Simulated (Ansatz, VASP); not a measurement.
## AlN: VASP beside Ansatz

INCAR

```
SYSTEM = AlN
  PREC = Accurate
  ENCUT = 520
  EDIFF = 1E-6
  ISMEAR = 0
  SIGMA = 0.01
  LREAL = .False.
  LASPH = .True.
  NELM = 80
  ALGO = Normal
  ISIF = 2
  LWAVE = .False.
  LCHARG = .False.
  GGA = PE
  NBANDS = 16
```

The input KPOINTS:

```
regular mesh
0
Gamma
  9 9 4
  0 0 0
```

The input POSCAR:

```
AlN
1.0
    3.1612414892      0.0000000000      0.0000000000
   -1.5806207446      2.7377154371      0.0000000000
    0.0000000000      0.0000000000      5.0676789719
Al N
2 2
Direct
    0.3333333333      0.6666666667     -0.0007707944
    0.6666666667      0.3333333333      0.4992292056
    0.3333333333      0.6666666667      0.3807707944
    0.6666666667      0.3333333333      0.8807707944
```

Input for Ansatz:

```yaml
crystal:
  lattice:
    - [3.1612414892, 0.0, 0.0]
    - [-1.5806207446, 2.7377154371, 0.0]
    - [0.0, 0.0, 5.0676789719]
  atoms:
    - { symbol: Al, position: [0.3333333333, 0.6666666667, -0.0007707944] }
    - { symbol: Al, position: [0.6666666667, 0.3333333333, 0.4992292056] }
    - { symbol: "N", position: [0.3333333333, 0.6666666667, 0.3807707944] }
    - { symbol: "N", position: [0.6666666667, 0.3333333333, 0.8807707944] }
kpoints:
  mp_grid: { grid: [9, 9, 4] }
hamiltonian:
  xc: pbe
scf:
  occupations: { method: fixed }
  n_extra_bands: 5
output:
  forces: true
  stress: true
  eigenvalues: true
```

Alike in both runs: task single point; functional PBE; k mesh 9 × 9 × 4; no spin polarisation.

|  | VASP | Ansatz |
| --- | --- | --- |
| version | VASP 6.6.1 | Ansatz 0.2.0 |
| potentials or method | VASP PAW PBE potentials, release 64 (Al, N) | plane waves, PAW |
| plane-wave cutoff (eV) | 520 | 420 |
| occupations | gaussian, width 0.01 eV | fixed |
| valence electrons in the cell | 16 | 16 |

```tsv
	VASP	Ansatz	Ansatz less VASP
gap on the k mesh at the Fermi level (eV)	3.79	3.78	-0.008
pressure (GPa)	-5.7	-5.4	+0.26
traceless stress, the component that is largest in VASP (GPa)	0.28	0.24	-0.036
rms of the force components (eV/Å)	0.006	0.006	-0.0003
```

Atom by atom the forces differ by 0.000 eV/Å (rms over components).
